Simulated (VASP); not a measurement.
# Mn (I4_1/amd) in VASP: relaxation of cell and atoms with RPBE

Aim: the relaxation of cell and atoms of Mn with RPBE.

All numbers are computed with VASP 6.6.1; they aren't measurements. Logs are shortened: lines on timing, memory, paths and dates and some standing lists are left out, and cuts for length are marked.

## 1. The cell of the first run

Symmetry: I4_1/amd, No. 141, tetragonal system. Conventional cell: a = 4.488 Å, b = 4.488 Å, c = 2.450 Å, α = 90.00°, β = 90.00°, γ = 90.00°. Within 3.1 Å of Mn (site symmetry -4m2) lie 10 Mn at 2.33 to 2.90 Å.

## 2. Relaxation of cell and atoms, RPBE

Contents of INCAR:

```
SYSTEM = Mn
  PREC = Accurate
  ENCUT = 600
  EDIFF = 1E-6
  ISMEAR = -1
  SIGMA = 0.1
  LREAL = .FALSE.
  LASPH = .TRUE.
  NELM = 80
  ALGO = Normal
  ISIF = 3
  LWAVE = .FALSE.
  LCHARG = .FALSE.
  GGA = RP
  IBRION = 2
  NSW = 80
  EDIFFG = -0.01
  ISYM = 0
```

Contents of KPOINTS:

```
Automatic mesh
0
G
  14 14 10
  0 0 0
```

Contents of POSCAR:

```
Mn
1.0
   -2.2438589898      2.2438589898      1.2251470084
    2.2438589898     -2.2438589898      1.2251470084
    2.2438589898      2.2438589898     -1.2251470084
Mn
2
Direct
    0.0000000000      0.0000000000      0.0000000000
    0.7500000000      0.2500000000      0.5000000000
```

Potentials or basis: VASP PAW PBE potentials, release 64 (Mn_pv).

Run with:

```
cat potpaw_PBE.64/Mn_pv/POTCAR > POTCAR
mpirun -np 1 vasp_std > vasp.out
```

OUTCAR:

```text
SYSTEM = Mn
   PREC = Accurate
   ENCUT = 600
   EDIFF = 1E-6
   ISMEAR = -1
   LREAL = .FALSE.
   LASPH = .TRUE.
   NELM = 80
   ISIF = 3
   GGA = RP
   IBRION = 2
   NSW = 80
   EDIFFG = -0.01
   ISYM = 0

 ion  position               nearest neighbor table
   1  0.000  0.000  0.000-   2 2.33   2 2.33   2 2.33   2 2.33   2 2.90   2 2.90   2 2.90   2 2.90

   2  0.750  0.250  0.500-   1 2.33   1 2.33   1 2.33   1 2.33   1 2.90   1 2.90   1 2.90   1 2.90

IMPORTANT INFORMATION: All symmetrisations will be switched off!
NOSYMM: (Re-)initialisation of all symmetry stuff for point group C_1.

----------------------------------------------------------------------------------------

                                     Primitive cell

  volume of cell :      24.6740

  direct lattice vectors                    reciprocal lattice vectors
    -2.243858990  2.243858990  1.225147008     0.000000000  0.222830402  0.408114289
     2.243858990 -2.243858990  1.225147008     0.222830402  0.000000000  0.408114289
     2.243858990  2.243858990 -1.225147008     0.222830402  0.222830402  0.000000000

  length of vectors
     3.401586619  3.401586619  3.401586619     0.464984581  0.464984581  0.315129776

  position of ions in fractional coordinates (direct lattice)
     0.000000000  0.000000000  0.000000000
     0.750000000  0.250000000  0.500000000

  ion indices of the primitive-cell ions
   primitive index   ion index
                 1           1
                 2           2

----------------------------------------------------------------------------------------

 KPOINTS: Automatic mesh

Automatic generation of k-mesh.
 Grid dimensions read from file:
 generate k-points for:   14   14   10

 Generating k-lattice:

  Cartesian coordinates                     Fractional coordinates (reciprocal lattice)
     0.000000000  0.015916457  0.029151021     0.071428571  0.000000000 -0.000000000
     0.015916457  0.000000000  0.029151021     0.000000000  0.071428571 -0.000000000
     0.022283040  0.022283040  0.000000000     0.000000000  0.000000000  0.100000000

  Length of vectors
     0.033213184  0.033213184  0.031512978

  Shift w.r.t. Gamma in fractional coordinates (k-lattice)
     0.000000000  0.000000000  0.000000000

 -----------------------------------------------------------------------------
|                                                                             |
|           W    W    AA    RRRRR   N    N  II  N    N   GGGG   !!!           |
|           W    W   A  A   R    R  NN   N  II  NN   N  G    G  !!!           |
|           W    W  A    A  R    R  N N  N  II  N N  N  G       !!!           |
|           W WW W  AAAAAA  RRRRR   N  N N  II  N  N N  G  GGG   !            |
|           WW  WW  A    A  R   R   N   NN  II  N   NN  G    G                |
|           W    W  A    A  R    R  N    N  II  N    N   GGGG   !!!           |
|                                                                             |
|     Your reciprocal lattice and k-lattice belong to different lattice       |
|     classes:                                                                |
|                                                                             |
|        The reciprocal lattice is body-centered tetragonal,                  |
|        whereas your k-lattice is base-centered monoclinic.                  |
|                                                                             |
|     Results are often still useful ...                                      |
|                                                                             |
 -----------------------------------------------------------------------------

 WARNING: IBZKPT: internal override: KBLOWUP is changed to .FALSE.
      ... skipping the blow-up phase ...

 Subroutine IBZKPT returns following result:
 ===========================================

 Found    984 irreducible k-points:

 Following reciprocal coordinates:
            Coordinates               Weight
  0.000000  0.000000  0.000000      1.000000
  0.071429 -0.000000  0.000000      2.000000
  0.142857 -0.000000  0.000000      2.000000
  0.214286  0.000000  0.000000      2.000000
  0.285714 -0.000000  0.000000      2.000000
  0.357143  0.000000  0.000000      2.000000
[... 16 lines left out ...]
 -0.000000  0.142857  0.000000      2.000000
  0.071429  0.142857  0.000000      2.000000
 [... further k-points ...]
   k-points           NKPTS =    984   k-points in BZ     NKDIM =    984   number of bands    NBANDS=     17
   number of dos      NEDOS =    301   number of ions     NIONS =      2
   total plane-waves  NPLWV =  21952
   dimension x,y,z NGX =    28 NGY =   28 NGZ =   28
   dimension x,y,z NGXF=    56 NGYF=   56 NGZF=   56
   ions per type =               2
   NGX,Y,Z   is equivalent  to a cutoff of  13.68, 13.68, 13.68 a.u.
   NGXF,Y,Z  is equivalent  to a cutoff of  27.37, 27.37, 27.37 a.u.
 SYSTEM =  Mn
   PREC   = accura    normal or accurate (medium, high low for compatibility)
   ISTART =      0    job   : 0-new  1-cont  2-samecut
   ICHARG =      2    charge: 1-file 2-atom 10-const
   ISPIN  =      1    spin polarized calculation?
   LNONCOLLINEAR =      F non collinear calculations
   LSORBIT =      F    spin-orbit coupling
   LASPH  =      T    aspherical Exc in radial PAW
   ENCUT  =  600.0 eV  44.10 Ry    6.64 a.u.   6.79  6.79  6.79*2*pi/ulx,y,z
   NELM   =     80;   NELMIN=  2; NELMDL= -5     # of ELM steps
   EDIFF  = 0.1E-05   stopping-criterion for ELM
   LREAL  =      F    real-space projection
   EDIFFG = -.1E-01   stopping-criterion for IOM
   NSW    =     80    number of steps for IOM
   IBRION =      2    ionic relax: 0-MD 1-quasi-New 2-CG
   NFREE  =      1    steps in history (QN), initial steepest desc. (CG)
   ISIF   =      3    stress and relaxation
   ISYM   =      0    0-nonsym 1-usesym 2-fastsym
   POTIM  = 0.5000    time-step for ionic-motion
   TEBEG  =    0.0;   TEEND  =   0.0 temperature during run
   PSTRESS=    0.0 pullay stress
   NELECT =      26.0000    total number of electrons
   NUPDOWN=      -1.0000    fix difference up-down
   EMIN   =  10.00;   EMAX   =-10.00  energy-range for DOS
   EFERMI =   0.00;   METHOD = LEGACY
   ISMEAR =    -1;   SIGMA  =   0.10  broadening in eV -4-tet -1-fermi 0-gaus
   EFERMI_NEDOS =   21; number of points for ismear=-14 and -15
   IALGO  =     38    algorithm
   IMIX   =      4    mixing-type and parameters
     AMIX     =   0.40;   BMIX     =  1.00
     AMIX_MAG =   1.60;   BMIX_MAG =  1.00
  volume/ion in A,a.u.               =      12.34        83.25
  Fermi-wavevector in a.u.,A,eV,Ry     =   1.665915  3.148123 37.759879  2.775273
  Thomas-Fermi vector in A             =   2.752202
   LORBIT       =      0    0 simple, 1 ext, 2 COOP (PROOUT), +10 PAW based schemes
   GGA     = RP    functional components
   LHFCALC =     F    Hartree Fock is set to
   AEXX    =    0.0000 exact exchange contribution
   IVDW    =     0    specifies the selected vdW correction
   LEPSILON=     F    determine dielectric tensor
   LRPA    =     F    only Hartree local field effects (RPA)
 conjugate gradient relaxation of ions
 non-spin polarized calculation
  energy-cutoff  :      600.00
  volume of cell :       24.67
 maximum number of plane-waves:       837
   NGX = 13   NGY = 13   NGZ = 13

--------------------------------------- Ionic step        1  -------------------------------------------

 number of electron      25.9999986 magnetization

 Free energy of the ion-electron system (eV)
  ---------------------------------------------------
  ext. energy  EPLUGINS =         0.00000000
  ---------------------------------------------------
  free energy    TOTEN  =       -15.60182969 eV

  energy without entropy =      -15.46216386  energy(sigma->0) =      -15.53199677

------------------------ aborting loop because EDIFF is reached ----------------------------------------

  FORCE on cell =-STRESS in cart. coord.  units (eV):
  Direction    XX          YY          ZZ          XY          YZ          ZX
  --------------------------------------------------------------------------------------
  -------------------------------------------------------------------------------------
  Total       -1.1673260     -1.1673237     -1.5084083      0.0013395     -0.0003420     -0.0003399
  in kB      -75.7989916    -75.7988446    -97.9467843      0.0869807     -0.0222074     -0.0220726
  external PRESSURE =     -83.1815402 kB  Pullay stress =       0.0000000 kB
[... 21 lines left out ...]
  energy  without entropy=      -15.4621638606  energy(sigma->0) =      -15.53199677

--------------------------------------- Ionic step        2  -------------------------------------------

 number of electron      26.0000002 magnetization

 E-fermi :  10.3719     XC(G=0): -13.5556

 val. band max:       10.3704615051   @ k =   0.5000   0.2857   0.4000
 cond. band min:      10.3727819980   @ k =  -0.2143   0.1429   0.1000
 fundamental gap:      0.0023204929
 Fermi energy:        10.3718899163

 k-point     1 :       0.0000    0.0000    0.0000
  band No.  band energies     occupation
      1     -38.2433      2.00000
      2     -38.2432      2.00000
      3     -37.5294      2.00000
      4     -37.5190      2.00000
      5     -37.4610      2.00000
      6     -37.4610      2.00000
[... 9 lines left out ...]
     16      12.1069      0.00000
     17      12.9316      0.00000
[... 443 lines left out ...]
      1     -38.2042      2.00000
      2     -38.1753      2.00000
      3     -37.7798      2.00000
      4     -37.7618      2.00000
      5     -37.4830      2.00000
      6     -37.4544      2.00000
[... 9 lines left out ...]
     16      11.9107      0.00000
     17      12.6390      0.00000

 [... further k-points ...]

------------------------ aborting loop because EDIFF is reached ----------------------------------------

  FORCE on cell =-STRESS in cart. coord.  units (eV):
  Direction    XX          YY          ZZ          XY          YZ          ZX
  --------------------------------------------------------------------------------------
  -------------------------------------------------------------------------------------
  Total        1.8578674      1.8578637      1.5384078      0.0025912     -0.0011958     -0.0011959
  in kB      132.5532862    132.5530258    109.7607964      0.1848759     -0.0853188     -0.0853216
  external PRESSURE =     124.9557028 kB  Pullay stress =       0.0000000 kB
[... 53 lines left out ...]
  FREE ENERGIE OF THE ION-ELECTRON SYSTEM (eV)
  ---------------------------------------------------
  free  energy   TOTEN  =       -15.6304300646 eV

  energy  without entropy=      -15.4990122971  energy(sigma->0) =      -15.56472118

[... ionic steps 4 to 8 ...]

--------------------------------------- Ionic step        9  -------------------------------------------

 number of electron      26.0000008 magnetization

------------------------ aborting loop because EDIFF is reached ----------------------------------------

  FORCE on cell =-STRESS in cart. coord.  units (eV):
  Direction    XX          YY          ZZ          XY          YZ          ZX
  --------------------------------------------------------------------------------------
  -------------------------------------------------------------------------------------
  Total        0.0247473      0.0247435      0.0322739      0.0039357     -0.0011622     -0.0011622
  in kB        1.6786949      1.6784380      2.1892490      0.2669753     -0.0788379     -0.0788335
  external PRESSURE =       1.8487940 kB  Pullay stress =       0.0000000 kB
[... 57 lines left out ...]
  energy  without entropy=      -15.5033292438  energy(sigma->0) =      -15.56773225

--------------------------------------- Ionic step       11  -------------------------------------------

 number of electron      26.0000008 magnetization

 Free energy of the ion-electron system (eV)
  ---------------------------------------------------
  ext. energy  EPLUGINS =         0.00000000
  ---------------------------------------------------
  free energy    TOTEN  =       -15.63216204 eV

  energy without entropy =      -15.50358103  energy(sigma->0) =      -15.56787154

 E-fermi :   9.6620     XC(G=0): -13.2546

 val. band max:        9.6573827281   @ k =  -0.2143   0.4286   0.3000
 cond. band min:       9.6624719917   @ k =   0.2857   0.5000   0.4000
 fundamental gap:      0.0050892636
 Fermi energy:         9.6620294061

 k-point     1 :       0.0000    0.0000    0.0000
  band No.  band energies     occupation
      1     -38.8549      2.00000
      2     -38.8545      2.00000
      3     -38.2389      2.00000
      4     -38.2304      2.00000
      5     -38.1952      2.00000
      6     -38.1952      2.00000
[... 9 lines left out ...]
     16      11.2528      0.00000
     17      12.0269      0.00000
[... 443 lines left out ...]
      1     -38.8198      2.00000
      2     -38.7954      2.00000
      3     -38.4642      2.00000
      4     -38.4494      2.00000
      5     -38.2125      2.00000
      6     -38.1884      2.00000
[... 9 lines left out ...]
     16      11.0764      0.00000
     17      11.7580      0.00000

 [... further k-points ...]

------------------------ aborting loop because EDIFF is reached ----------------------------------------

  FORCE on cell =-STRESS in cart. coord.  units (eV):
  Direction    XX          YY          ZZ          XY          YZ          ZX
  --------------------------------------------------------------------------------------
  -------------------------------------------------------------------------------------
  Total        0.0016364      0.0016344     -0.0010607      0.0057100     -0.0014898     -0.0014895
  in kB        0.1109252      0.1107856     -0.0719002      0.3870485     -0.1009820     -0.1009672
  external PRESSURE =       0.0499369 kB  Pullay stress =       0.0000000 kB
[... 17 lines left out ...]
  FREE ENERGIE OF THE ION-ELECTRON SYSTEM (eV)
  ---------------------------------------------------
  free  energy   TOTEN  =       -15.6321620445 eV

  energy  without entropy=      -15.5035810270  energy(sigma->0) =      -15.56787154

 reached required accuracy - stopping structural energy minimisation
```

It took 83 min on 1 thread of Oxide Virtual Turin-like, shared host; peak memory 0.49 GiB.

What came out:

| Quantity | Value |
| --- | --- |
| Free energy | -15.6322 eV |
| Relaxed volume | 11.82 Å³/atom |
| Relaxed cell | a = 3.366 Å, b = 3.366 Å, c = 3.366 Å, α = 97.22°, β = 97.22°, γ = 138.48° |
| Space group after relaxing (to 0.1 Å) | I4_1/amd (No. 141) |
| Energy gained by relaxing | 15.2 meV/atom |
| Ionic steps | 11 |
| Pressure after relaxing | 0.0 GPa |
| Band gap on the k mesh | zero (bands 13 and 14 overlap by 1.01 eV) |

Forces on the atoms (eV/Å):
```
Mn  -0.002  0.002  0.000
Mn   0.002 -0.002  0.000
```

The path:
```
step  energy change (eV)  largest force (eV/Å)  pressure (GPa)  volume (Å³)
   1              0.0000                0.0020           -8.32        24.67
   2              0.0147                0.0029           12.50        22.46
   3             -0.0286                0.0025            0.02        23.64
   4             -0.0286                0.0025            0.24        23.62
   5             -0.0299                0.0023            0.18        23.62
   6             -0.0303                0.0021            0.24        23.62
   7             -0.0303                0.0021            0.19        23.62
   8             -0.0303                0.0020            0.20        23.62
   9             -0.0303                0.0021            0.18        23.62
  10             -0.0303                0.0018           -0.23        23.67
  11             -0.0303                0.0025            0.00        23.64
```

Final structure:
```xyz
2
Lattice="-2.2253 2.2252 1.1930 2.2252 -2.2253 1.1930 2.2259 2.2259 -1.1932" Properties=species:S:1:pos:R:3 pbc="T T T"
Mn    2.2250   -2.2251    1.1930
Mn    0.0005    2.2253    0.5964
```

Caveat: the PAW data sets were made with another functional, which shifts forces and pressure a little; the run has no spin polarisation, though such a crystal can be magnetic. Spin polarisation is off, so any magnetic state and its effect on volume and gap are missing.
